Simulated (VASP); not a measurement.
Write the native input for VASP 6.6.1 that does the following.

```yaml
Task: relaxation of cell and atoms
Functional: PBE
Potentials_or_basis: VASP PAW PBE potentials, release 64 (Mg, Ge_d, N)
Cutoff: 600 eV
k_mesh: 12 × 12 × 6
Occupations: gaussian, width 0.1 eV
Spin: no spin polarisation
Dipole_correction: no
Further_INCAR_settings: ALGO = Normal; EDIFF = 1e-06; IBRION = 2; EDIFFG = -0.01; NSW = 100; ISIF = 3
```

The structure of Mg2Ge2N lies in POSCAR:

```
Mg2Ge2N
1.0
    4.1883249816      0.0000000000      0.0000000000
   -2.0941624908      3.6271958334      0.0000000000
    0.0000000000      0.0000000000      5.9540987670
Mg Ge N
2 2 1
Direct
    0.3333333333      0.6666666667      0.0000000000
    0.6666666667      0.3333333333      0.0000000000
    0.3333333333      0.6666666667      0.5000000000
    0.6666666667      0.3333333333      0.5000000000
    0.0000000000      0.0000000000      0.0000000000
```

The cell was generated, and may not be a known phase.

These files were run (other wordings do the same):

INCAR

```
SYSTEM = Mg2Ge2N
PREC = Accurate ; ENCUT = 600
EDIFF = 1E-6 ; ISMEAR = 0
SIGMA = 0.1 ; LREAL = .False.
LASPH = .True. ; NELM = 100
ALGO = Normal ; ISIF = 3
LWAVE = .False. ; LCHARG = .False.
GGA = PE ; IBRION = 2
NSW = 100 ; EDIFFG = -0.01
```

KPOINTS

```
Automatic mesh
0
Gamma
  12 12 6
  0 0 0
```

Potentials or basis: VASP PAW PBE potentials, release 64 (Mg, Ge_d, N).

Launch:

```bash
$ cat potpaw_PBE.64/Mg/POTCAR potpaw_PBE.64/Ge_d/POTCAR potpaw_PBE.64/N/POTCAR > POTCAR
$ mpirun -np 1 vasp_std > vasp.out
```

It gave:

- Pressure after relaxing: 0.0 GPa
- Band gap on the k mesh: zero (an odd number of electrons rules out a gap without spin polarisation)

Caveat: an odd number of electrons without spin polarisation forces a metal; a magnetic or distorted state may lie lower.

Run time: 80 s on 1 thread of Intel(R) Xeon(R) 6975P-C (Granite Rapids) (shared host), peak memory 0.37 GiB.
